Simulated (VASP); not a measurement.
A run of VASP 6.6.1 is set up as follows.

File INCAR:

```
PREC = Accurate ; ENCUT = 520
EDIFF = 1E-6 ; ISMEAR = 0
SIGMA = 0.15 ; LREAL = F
LASPH = T ; NELM = 60
ALGO = Fast ; ISIF = 2
LWAVE = F ; LCHARG = F
GGA = PS ; NBANDS = 22
```

The input KPOINTS:

```
Automatic mesh
0
Gamma
  21 21 12
```

The input POSCAR:

```
Rh
1.0
    2.7223798229      0.0000000000      0.0000000000
   -1.3611899114      2.3576500854      0.0000000000
    0.0000000000      0.0000000000      3.8853804832
Rh
2
Direct
    0.6666666667      0.3333333333      0.7500000000
    0.3333333333      0.6666666667      0.2500000000
```

Potentials or basis: VASP PAW PBE potentials, release 64 (Rh_pv).

Run with:

```console
$ cat potpaw_PBE.64/Rh_pv/POTCAR > POTCAR
$ mpirun -np 1 vasp_std > vasp.out
```

Q: Predict the pressure.

A: 36.9 GPa.

Q: Estimate the band gap on the k mesh.

A: Zero (bands 15 and 16 overlap by 2.22 eV).

Stress tensor (GPa, compression positive):
```
21.96  0.00  0.00
 0.00 21.96  0.00
 0.00  0.00 66.80
```

Caveat: the cell stands under pressure; the PAW data sets were made with another functional, which shifts forces and pressure a little.
